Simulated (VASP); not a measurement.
Wanted: the native input for a VASP 6.6.1 run.

```
Task                   : single point
Functional             : PBE
Potentials or basis    : VASP PAW PBE potentials, release 64 (Al, Ga_d, Sb)
Cutoff                 : 520 eV
k mesh                 : 12 × 12 × 4
Occupations            : gaussian, width 0.02 eV
Spin                   : no spin polarisation
Dipole correction      : no
Further INCAR settings : ALGO = Normal; EDIFF = 1e-06; NBANDS = 31
```

The structure of Al3GaSb4 lies in POSCAR:

```
Al3GaSb4
1.0
    4.3867065685      0.0000000000      0.0000000000
   -2.1933532843      3.7989993273      0.0000000000
    0.0000000000      0.0000000000     14.4492741000
Al Ga Sb
3 1 4
Direct
    0.0000000000      0.0000000000      0.2501910000
    0.6666666667      0.3333333333      0.9998790000
    0.6666666667      0.3333333333      0.5002530000
    0.0000000000      0.0000000000      0.7505670000
    0.0000000000      0.0000000000      0.4373300000
    0.0000000000      0.0000000000      0.9373120000
    0.6666666667      0.3333333333      0.1871380000
    0.6666666667      0.3333333333      0.6875300000
```

One way to write it, as run:

INCAR

```
SYSTEM = Al3GaSb4
  PREC = Accurate
  ENCUT = 520
  EDIFF = 1E-6
  ISMEAR = 0
  SIGMA = 0.02
  LREAL = .FALSE.
  LASPH = .TRUE.
  NELM = 100
  ALGO = Normal
  ISIF = 2
  LWAVE = .FALSE.
  LCHARG = .TRUE.
  GGA = PE
  LELF = .TRUE.
  LVHAR = .TRUE.
  NBANDS = 31
```

KPOINTS

```
Automatic mesh
0
G
  12 12 4
  0 0 0
```

Potentials or basis: VASP PAW PBE potentials, release 64 (Al, Ga_d, Sb).

The run is started by

```console
$ cat potpaw_PBE.64/Al/POTCAR potpaw_PBE.64/Ga_d/POTCAR potpaw_PBE.64/Sb/POTCAR > POTCAR
$ mpirun -np 1 vasp_std > vasp.out
```

Results of the run:

- Pressure: 0.1 GPa
- Largest force: 0.011 eV/Å
- Band gap on the k mesh: 0.38 eV

Caveat: semilocal functionals underestimate gaps, and a narrow one can read as zero; spin-orbit coupling is left out, which moves the levels of the heavy elements.

Wall time 4.7 min on 1 thread of AMD EPYC 9R45 96-Core Processor (Zen 5) (shared host), peak memory 0.67 GiB.
